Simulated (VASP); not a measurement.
# CO2 (P2_1/c) in VASP: further runs

CO2 is run at these levels: PBE; tasks: single point.

Everything below comes from runs of VASP 6.6.1. Logs are shortened: lines on timing, memory, paths and dates and some standing lists are left out, and cuts for length are marked.

## 1. The cell of the first run

It takes space group P2_1/c (No. 14, monoclinic). The conventional cell has a = 6.075 Å, b = 6.058 Å, c = 6.135 Å, α = 90.00°, β = 98.54°, γ = 90.00°. C (site symmetry -1) has 2 O at 1.12 Å within 1.5 Å. Within 1.7 Å of C (site symmetry -1) lie 2 O at 1.23 Å. Within 1.5 Å of O (site symmetry 1) lie 1 C at 1.12 Å. O (site symmetry 1) has 1 C at 1.23 Å within 1.7 Å.

## 2. Single point, PBE (engineering shear strain xz -0.1500, normal strain along z +0.0100)

Contents of INCAR:

```
SYSTEM = CO2
ALGO = Normal ; EDIFF = 1E-7
ENCUT = 520 ; GGA = PE
ISIF = 2 ; ISMEAR = 0
LASPH = .True. ; LCHARG = .False.
LREAL = .False. ; LWAVE = .False.
NBANDS = 44 ; NELM = 100
PREC = Accurate ; SIGMA = 0.05
```

Contents of KPOINTS:

```
k-points
0
Gamma
  4 4 4
  0 0 0
```

Contents of POSCAR:

```
CO2
1.0
    6.0577362522      0.0000000000     -0.4543302189
    0.0000000000      6.0577362522      0.0000000000
   -0.4543302189      0.0000000000      6.1183136147
C O
4 8
Direct
    0.0000000000      0.0000000000      0.0000000000
    0.5000000000      0.0000000000      0.5000000000
    0.5000000000      0.5000000000      0.0000000000
    0.0000000000      0.5000000000      0.5000000000
    0.1114834447      0.1114834447      0.1114834447
    0.3885165553      0.8885165553      0.6114834447
    0.6114834447      0.3885165553      0.8885165553
    0.8885165553      0.6114834447      0.3885165553
    0.8885165553      0.8885165553      0.8885165553
    0.6114834447      0.1114834447      0.3885165553
    0.3885165553      0.6114834447      0.1114834447
    0.1114834447      0.3885165553      0.6114834447
```

Potentials or basis: VASP PAW PBE potentials, release 64 (C, O).

On the command line:

```bash
$ cat potpaw_PBE.64/C/POTCAR potpaw_PBE.64/O/POTCAR > POTCAR
$ mpirun -np 1 vasp_std > vasp.out
```

OUTCAR:

```text
SYSTEM = CO2
   EDIFF = 1E-7
   ENCUT = 520
   GGA = PE
   ISIF = 2
   ISMEAR = 0
   LASPH = .True.
   LREAL = .False.
   NELM = 100
   PREC = Accurate

 ion  position               nearest neighbor table
   1  0.000  0.000  0.000-   5 1.12   9 1.12
   2  0.500  0.000  0.500-   6 1.23  10 1.23
   3  0.500  0.500  0.000-   7 1.23  11 1.23
   4  0.000  0.500  0.500-   8 1.12  12 1.12
   5  0.111  0.111  0.111-   1 1.12
   6  0.389  0.889  0.611-   2 1.23
   7  0.611  0.389  0.889-   3 1.23
   8  0.889  0.611  0.389-   4 1.12
   9  0.889  0.889  0.889-   1 1.12
  10  0.611  0.111  0.389-   2 1.23
  11  0.389  0.611  0.111-   3 1.23
  12  0.111  0.389  0.611-   4 1.12

  LATTYP: Found a simple monoclinic cell.
 ALAT       =     6.0747497437
 B/A-ratio  =     0.9971993099
 C/A-ratio  =     1.0099443400
 COS(beta)  =    -0.1484307288

  Lattice vectors:

 A1 = (   6.0577362522,   0.0000000000,  -0.4543302189)
 A2 = (   0.0000000000,   6.0577362522,   0.0000000000)
 A3 = (  -0.4543302189,   0.0000000000,   6.1183136147)

Analysis of symmetry for initial positions (statically):
=====================================================================
 Subroutine PRICEL returns:
 Original cell was already a primitive cell.

 Routine SETGRP: Setting up the symmetry group for a
 simple monoclinic supercell.

 Subroutine GETGRP returns: Found  4 space group operations
 (whereof  2 operations were pure point group operations)
 out of a pool of  4 trial point group operations.

The static configuration has the point symmetry S_2 .
 The point group associated with its full space group is C_2h.

Analysis of symmetry for dynamics (positions and initial velocities):
=====================================================================
 Subroutine PRICEL returns:
 Original cell was already a primitive cell.

 Routine SETGRP: Setting up the symmetry group for a
 simple monoclinic supercell.

 Subroutine GETGRP returns: Found  4 space group operations
 (whereof  2 operations were pure point group operations)
 out of a pool of  4 trial point group operations.

The dynamic configuration has the point symmetry S_2 .
 The point group associated with its full space group is C_2h.

 Subroutine INISYM returns: Found  4 space group operations
 (whereof  2 operations are pure point group operations),
 and found     1 'primitive' translations

----------------------------------------------------------------------------------------

                                     Primitive cell

  volume of cell :     223.2683

  direct lattice vectors                    reciprocal lattice vectors
     6.057736252  0.000000000 -0.454330219     0.166002687  0.000000000  0.012326932
     0.000000000  6.057736252  0.000000000     0.000000000  0.165078168  0.000000000
    -0.454330219  0.000000000  6.118313615     0.012326932  0.000000000  0.164359097

  length of vectors
     6.074749744  6.057736252  6.135159121     0.166459741  0.165078168  0.164820708

  position of ions in fractional coordinates (direct lattice)
     0.000000000  0.000000000  0.000000000
     0.500000000  0.000000000  0.500000000
     0.500000000  0.500000000  0.000000000
     1.000000000  0.500000000  0.500000000
     0.111483445  0.111483445  0.111483445
     0.388516555  0.888516555  0.611483445
     0.611483445  0.388516555  0.888516555
     0.888516555  0.611483445  0.388516555
     0.888516555  0.888516555  0.888516555
     0.611483445  0.111483445  0.388516555
     0.388516555  0.611483445  0.111483445
     0.111483445  0.388516555  0.611483445

  ion indices of the primitive-cell ions
   primitive index   ion index
                 1           1
                 2           2
                 3           3
                 4           4
                 5           5
                 6           6
                 7           7
                 8           8
                 9           9
                10          10
                11          11
                12          12

----------------------------------------------------------------------------------------

 KPOINTS: k-points

Automatic generation of k-mesh.
 Grid dimensions read from file:
 generate k-points for:    4    4    4

 Generating k-lattice:

  Cartesian coordinates                     Fractional coordinates (reciprocal lattice)
     0.041500672  0.000000000  0.003081733     0.250000000  0.000000000 -0.000000000
     0.000000000  0.041269542  0.000000000     0.000000000  0.250000000  0.000000000
     0.003081733  0.000000000  0.041089774     0.000000000  0.000000000  0.250000000

  Length of vectors
     0.041614935  0.041269542  0.041205177

  Shift w.r.t. Gamma in fractional coordinates (k-lattice)
     0.000000000  0.000000000  0.000000000

 Subroutine IBZKPT returns following result:
 ===========================================

 Found     30 irreducible k-points:

 Following reciprocal coordinates:
            Coordinates               Weight
  0.000000  0.000000  0.000000      1.000000
  0.250000  0.000000  0.000000      2.000000
  0.500000  0.000000  0.000000      1.000000
  0.000000  0.250000  0.000000      2.000000
  0.250000  0.250000  0.000000      4.000000
  0.500000  0.250000  0.000000      2.000000
[... 16 lines left out ...]
  0.250000  0.000000  0.500000      2.000000
  0.500000  0.000000  0.500000      1.000000
 [... further k-points ...]
   k-points           NKPTS =     30   k-points in BZ     NKDIM =     30   number of bands    NBANDS=     44
   number of dos      NEDOS =    301   number of ions     NIONS =     12
   total plane-waves  NPLWV = 110592
   dimension x,y,z NGX =    48 NGY =   48 NGZ =   48
   dimension x,y,z NGXF=    96 NGYF=   96 NGZF=   96
   ions per type =               4   8
   NGX,Y,Z   is equivalent  to a cutoff of  13.14, 13.17, 13.01 a.u.
   NGXF,Y,Z  is equivalent  to a cutoff of  26.27, 26.35, 26.01 a.u.
 SYSTEM =  CO2
   PREC   = accura    normal or accurate (medium, high low for compatibility)
   ISTART =      0    job   : 0-new  1-cont  2-samecut
   ICHARG =      2    charge: 1-file 2-atom 10-const
   ISPIN  =      1    spin polarized calculation?
   LNONCOLLINEAR =      F non collinear calculations
   LSORBIT =      F    spin-orbit coupling
   LASPH  =      T    aspherical Exc in radial PAW
   ENCUT  =  520.0 eV  38.22 Ry    6.18 a.u.  11.30 11.26 11.41*2*pi/ulx,y,z
   NELM   =    100;   NELMIN=  2; NELMDL= -5     # of ELM steps
   EDIFF  = 0.1E-06   stopping-criterion for ELM
   LREAL  =      F    real-space projection
   EDIFFG = 0.1E-05   stopping-criterion for IOM
   NSW    =      0    number of steps for IOM
   IBRION =     -1    ionic relax: 0-MD 1-quasi-New 2-CG
   NFREE  =      0    steps in history (QN), initial steepest desc. (CG)
   ISIF   =      2    stress and relaxation
   ISYM   =      2    0-nonsym 1-usesym 2-fastsym
   POTIM  = 0.5000    time-step for ionic-motion
   TEBEG  =    0.0;   TEEND  =   0.0 temperature during run
   PSTRESS=    0.0 pullay stress
   NELECT =      64.0000    total number of electrons
   NUPDOWN=      -1.0000    fix difference up-down
   EMIN   =  10.00;   EMAX   =-10.00  energy-range for DOS
   EFERMI =   0.00;   METHOD = LEGACY
   ISMEAR =     0;   SIGMA  =   0.05  broadening in eV -4-tet -1-fermi 0-gaus
   EFERMI_NEDOS =   21; number of points for ismear=-14 and -15
   IALGO  =     38    algorithm
   IMIX   =      4    mixing-type and parameters
     AMIX     =   0.40;   BMIX     =  1.00
     AMIX_MAG =   1.60;   BMIX_MAG =  1.00
  volume/ion in A,a.u.               =      18.61       125.56
  Fermi-wavevector in a.u.,A,eV,Ry     =   1.079425  2.039818 15.852943  1.165158
  Thomas-Fermi vector in A             =   2.215390
   LORBIT       =      0    0 simple, 1 ext, 2 COOP (PROOUT), +10 PAW based schemes
   GGA     = PE    functional components
   LHFCALC =     F    Hartree Fock is set to
   AEXX    =    0.0000 exact exchange contribution
   IVDW    =     0    specifies the selected vdW correction
   LEPSILON=     F    determine dielectric tensor
   LRPA    =     F    only Hartree local field effects (RPA)
 non-spin polarized calculation
 Gauss-broadening in eV      SIGMA  =   0.05
  energy-cutoff  :      520.00
  volume of cell :      223.27
 maximum number of plane-waves:      6028
 NGX is ok and might be reduce to    48
   NGX = 23   NGY = 23   NGZ = 23

 number of electron      64.0000003 magnetization

 Free energy of the ion-electron system (eV)
  ---------------------------------------------------
  ext. energy  EPLUGINS =         0.00000000
  ---------------------------------------------------
  free energy    TOTEN  =       -90.81715317 eV

  energy without entropy =      -90.81715317  energy(sigma->0) =      -90.81715317

 E-fermi :  -4.5660     XC(G=0):  -6.8584

 val. band max:       -4.7866391158   @ k =   0.0000   0.0000   0.0000
 cond. band min:       1.6573520337   @ k =   0.0000   0.0000   0.0000
 fundamental gap:      6.4439911495
 Fermi energy:        -4.5660253189

 k-point     1 :       0.0000    0.0000    0.0000
  band No.  band energies     occupation
      1     -25.8594      2.00000
      2     -25.8267      2.00000
      3     -24.8736      2.00000
      4     -24.8636      2.00000
      5     -24.3827      2.00000
      6     -24.3308      2.00000
[... 36 lines left out ...]
     43       5.2413      0.00000
     44       5.7128      0.00000

 k-point     2 :       0.2500    0.0000    0.0000
  band No.  band energies     occupation
      1     -25.8588      2.00000
      2     -25.8268      2.00000
      3     -24.8747      2.00000
      4     -24.8638      2.00000
      5     -24.3824      2.00000
      6     -24.3306      2.00000
[... 36 lines left out ...]
     43       5.0690      0.00000
     44       5.9914      0.00000

 k-point     3 :       0.5000    0.0000    0.0000
  band No.  band energies     occupation
      1     -25.8582      2.00000
      2     -25.8268      2.00000
      3     -24.8757      2.00000
      4     -24.8640      2.00000
      5     -24.3823      2.00000
      6     -24.3304      2.00000
[... 36 lines left out ...]
     43       5.3463      0.00000
     44       6.4952      0.00000

 k-point     4 :       0.0000    0.2500    0.0000
  band No.  band energies     occupation
      1     -25.8546      2.00000
      2     -25.8315      2.00000
      3     -24.8723      2.00000
      4     -24.8653      2.00000
      5     -24.3753      2.00000
      6     -24.3387      2.00000
[... 882 lines left out ...]
     43       5.8199      0.00000
     44       5.8199      0.00000

 k-point    23 :       0.2500    0.0000    0.5000
  band No.  band energies     occupation
      1     -25.8430      2.00000
      2     -25.8425      2.00000
      3     -24.8699      2.00000
      4     -24.8688      2.00000
      5     -24.3570      2.00000
      6     -24.3565      2.00000
[... 36 lines left out ...]
     43       5.1351      0.00000
     44       5.4833      0.00000

 k-point    24 :       0.5000    0.0000    0.5000
  band No.  band energies     occupation
      1     -25.8426      2.00000
      2     -25.8426      2.00000
      3     -24.8690      2.00000
      4     -24.8690      2.00000
      5     -24.3572      2.00000
      6     -24.3572      2.00000
[... 36 lines left out ...]
     43       4.8191      0.00000
     44       4.8191      0.00000

 [... further k-points ...]
[... 5 lines left out ...]
  --------------------------------------------------------------------------------------
  -------------------------------------------------------------------------------------
  Total        2.3176403      5.0032287      2.2163550      0.0000000      0.0000000     19.3986295
  in kB       16.6314320     35.9032661     15.9046066      0.0000000      0.0000000    139.2049420
  external PRESSURE =      22.8131016 kB  Pullay stress =       0.0000000 kB

 VOLUME and BASIS-vectors are now :
 -----------------------------------------------------------------------------
  energy-cutoff  :      520.00
  volume of cell :      223.27
      direct lattice vectors                 reciprocal lattice vectors
     6.057736252  0.000000000 -0.454330219     0.166002687  0.000000000  0.012326932
     0.000000000  6.057736252  0.000000000     0.000000000  0.165078168  0.000000000
    -0.454330219  0.000000000  6.118313615     0.012326932  0.000000000  0.164359097

 POSITION                                       TOTAL-FORCE (eV/Angst)
 -----------------------------------------------------------------------------------
      0.00000      0.00000      0.00000        -0.000000     -0.000000      0.000000
      2.80170      0.00000      2.83199        -0.000000     -0.000000      0.000000
      3.02887      3.02887     -0.22717         0.000000     -0.000000      0.000000
     -0.22717      3.02887      3.05916         0.000000     -0.000000      0.000000
      0.62469      0.67534      0.63144         4.225381      4.587728      4.306043
      2.07572      5.38240      3.56473         2.805367      2.622796     -2.878939
      3.30053      2.35353      5.15841        -2.805367      2.622796      2.878939
      5.20588      3.70421      1.97339        -4.225381      4.587728     -4.306043
      4.97872      5.38240      5.03254        -4.225381     -4.587728     -4.306043
      3.52769      0.67534      2.09925        -2.805367     -2.622796      2.878939
      2.30288      3.70421      0.50558         2.805367     -2.622796     -2.878939
      0.39752      2.35353      3.69060         4.225381     -4.587728      4.306043
 -----------------------------------------------------------------------------------
    total drift:                               -0.000000      0.000000      0.000000

  FREE ENERGIE OF THE ION-ELECTRON SYSTEM (eV)
  ---------------------------------------------------
  free  energy   TOTEN  =       -90.8171531706 eV

  energy  without entropy=      -90.8171531706  energy(sigma->0) =      -90.81715317
```

It took 5.7 min on 1 thread of Oxide Virtual Turin-like, shared host; peak memory 0.4 GiB.

What came out:

```
Free energy            : -90.8172 eV
Pressure               : 2.3 GPa
Largest force          : 7.579 eV/Å
Band gap on the k mesh : 6.44 eV, direct
```

Forces in eV/Å, atoms in the order of the input:
```
C    0.000  0.000  0.000
C    0.000  0.000  0.000
C    0.000  0.000  0.000
C    0.000  0.000  0.000
O    4.225  4.588  4.306
O    2.805  2.623 -2.879
O   -2.805  2.623  2.879
O   -4.225  4.588 -4.306
O   -4.225 -4.588 -4.306
O   -2.805 -2.623  2.879
O    2.805 -2.623 -2.879
O    4.225 -4.588  4.306
```

Stress tensor (GPa, compression positive):
```
 1.66  0.00 13.92
 0.00  3.59  0.00
13.92  0.00  1.59
```

Caveat: the cell differs from its parent crystal (engineering shear strain xz -0.1500, normal strain along z +0.0100); forces of over 1 eV/Å act on the atoms, so gaps and moduli don't describe the material at rest.

## 3. Single point, PBE (engineering shear strain xz -0.3000, normal strain along z +0.0300)

Contents of INCAR:

```
SYSTEM = CO2
PREC = Accurate ; ENCUT = 520
EDIFF = 1E-6 ; ISMEAR = 0
SIGMA = 0.05 ; LREAL = .False.
LASPH = .True. ; NELM = 60
ALGO = Normal ; ISIF = 2
LWAVE = .False. ; LCHARG = .False.
GGA = PE ; NBANDS = 44
```

Contents of KPOINTS:

```
Automatic mesh
0
Gamma
  4 4 4
  0 0 0
```

Edit POSCAR of step 2 so:

```diff
@@ -2,5 +2,5 @@
 1.0
-    6.0577362522      0.0000000000     -0.4543302189
+    6.0577362522      0.0000000000     -0.9086604378
     0.0000000000      6.0577362522      0.0000000000
-   -0.4543302189      0.0000000000      6.1183136147
+   -0.9086604378      0.0000000000      6.2394683398
 C O
```

Potentials or basis: VASP PAW PBE potentials, release 64 (C, O).

On the command line:

```bash
$ cat potpaw_PBE.64/C/POTCAR potpaw_PBE.64/O/POTCAR > POTCAR
$ mpirun -np 1 vasp_std > vasp.out
```

Wall time 5.4 min (1 thread of Oxide Virtual Turin-like, shared host); peak memory 0.4 GiB.

Results (log left out):

```yaml
Free_energy: -86.5773 eV
Pressure: 6.3 GPa
Largest_force: 16.278 eV/Å
Band_gap_on_the_k_mesh: 5.98 eV, direct
```

Forces in eV/Å, atoms in the order of the input:
```
C     0.000   0.000   0.000
C     0.000   0.000   0.000
C     0.000   0.000   0.000
C     0.000   0.000   0.000
O     8.709  10.321   9.089
O     4.927   4.329  -5.182
O    -4.927   4.329   5.182
O    -8.709  10.321  -9.089
O    -8.709 -10.321  -9.089
O    -4.927  -4.329   5.182
O     4.927  -4.329  -5.182
O     8.709 -10.321   9.089
```

Stress tensor (GPa, compression positive):
```
 3.79  0.00 26.95
 0.00 11.38  0.00
26.95  0.00  3.73
```

Levels at points of the mesh, in eV from the valence-band top:
```
           k point  band 28  band 29  band 30  band 31  band 32  band 33  band 34  band 35  band 36  band 37
(0.00, 0.00, 0.00)    -0.40    -0.30    -0.07    -0.02     0.00     5.98     6.23     6.30     6.51     6.57
(0.50, 0.00, 0.00)    -0.37    -0.32    -0.16    -0.11     0.00     6.22     6.34     6.47     6.57     6.64
(0.00, 0.50, 0.00)    -0.50    -0.15    -0.15    -0.06    -0.06     6.34     6.34     6.41     6.41     7.11
(0.50, 0.50, 0.00)    -0.43    -0.16    -0.16    -0.10    -0.10     6.35     6.35     6.40     6.40     7.43
(0.00, 0.00, 0.50)    -0.48    -0.16    -0.16    -0.08    -0.08     6.36     6.36     6.41     6.41     7.06
(0.50, 0.00, 0.50)    -0.49    -0.14    -0.14    -0.07    -0.07     6.34     6.34     6.36     6.36     7.42
(0.00, 0.50, 0.50)    -0.41    -0.19    -0.19    -0.11    -0.11     6.22     6.22     6.59     6.59     7.32
(0.50, 0.50, 0.50)    -0.50    -0.16    -0.16    -0.06    -0.06     6.22     6.22     6.56     6.56     7.45
```

Caveat: the cell differs from its parent crystal (engineering shear strain xz -0.3000, normal strain along z +0.0300); forces of over 1 eV/Å act on the atoms, so gaps and moduli don't describe the material at rest.
